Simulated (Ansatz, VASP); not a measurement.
## C in VASP and in Ansatz

```
C
1.0
     1.67316    0.00000    0.00000
     0.00000    1.67316    0.00000
     0.00000    0.00000    2.24608
C
1
Direct
  0.50000 0.50000 0.00000
```

Alike in both runs: task single point; functional PBE; k mesh 10 × 10 × 8; occupations gaussian, width 0.1 eV; collinear spin.

|  | VASP | Ansatz |
| --- | --- | --- |
| version | VASP 6.6.1 | Ansatz 0.2.0 |
| potentials or method | VASP PAW PBE potentials, release 64 (C), cutoff 520 eV | scalar-relativistic, plane waves, PAW |
| valence electrons in the cell | 4 | 4 |

|  | VASP | Ansatz | Ansatz less VASP |
| --- | --- | --- | --- |
| gap on the k mesh at the Fermi level (eV) | none | none | - |
| pressure (GPa) | -6.7 | -6.9 | -0.25 |
| traceless stress, the component that is largest in VASP (GPa) | 8.26 | 8.75 | +0.494 |
| net moment per atom (μB) | 0.00 | 0.00 | 0.000 |

A gap of «none» marks a metal or a gap that the smearing closes. The functional is the same, so the differences come from potentials, cutoffs and numerics. Ansatz's warnings: seeded moment not kept.

The k mesh is coarse, so the values compare programs but aren't converged.
